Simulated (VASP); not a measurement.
Set up this calculation in VASP 6.6.1, as the native input.

```yaml
Task: single point
Functional: PBE
Dispersion: D3(BJ)
Potentials_or_basis: VASP PAW PBE potentials, release 64 (H, C)
Cutoff: 520 eV
k_mesh: 6 × 6 × 6
Occupations: gaussian, width 0.02 eV
Spin: no spin polarisation
Dipole_correction: no
Further_INCAR_settings: ALGO = Normal; EDIFF = 1e-06; NBANDS = 22
```

The structure of H3C2 lies in POSCAR:

```
H3C2
1.0
    3.4564964196     -3.0692954381      0.0528158142
    3.4564964196      3.0692954381      0.0528158142
   -0.6895786723      0.0000000000      3.8544748889
H C
6 4
Direct
    0.2731612858      0.2731612858      0.5605097722
    0.7268387142      0.7268387142      0.4394902278
    0.2161275624      0.5055397803      0.2240200173
    0.4944602197      0.7838724376      0.7759799827
    0.7838724376      0.4944602197      0.7759799827
    0.5055397803      0.2161275624      0.2240200173
    0.0816955650      0.0816955650      0.0847483609
    0.9183044350      0.9183044350      0.9152516391
    0.2782814675      0.2782814675      0.2820763721
    0.7217185325      0.7217185325      0.7179236279
```

One way to write it, as run:

INCAR

```
PREC = Accurate ; ENCUT = 520
EDIFF = 1E-6 ; ISMEAR = 0
SIGMA = 0.02 ; LREAL = False
LASPH = True ; NELM = 80
ALGO = Normal ; ISIF = 2
LWAVE = False ; LCHARG = False
GGA = PE ; IVDW = 12
NBANDS = 22
```

KPOINTS

```
regular mesh
0
Gamma
  6 6 6
```

Potentials or basis: VASP PAW PBE potentials, release 64 (H, C).

Command:

```sh
$ cat potpaw_PBE.64/H/POTCAR potpaw_PBE.64/C/POTCAR > POTCAR
$ mpirun -np 1 vasp_std > vasp.out
```

Results of the run:

* Pressure: 1.2 GPa
* Largest force: 0.069 eV/Å
* Band gap on the k mesh: 4.60 eV (least direct gap 4.72 eV)
* Dispersion energy per atom: -0.069 eV

Run time: 2.8 min on 1 thread of Oxide Virtual Turin-like Processor (shared host), peak memory 0.2 GiB.
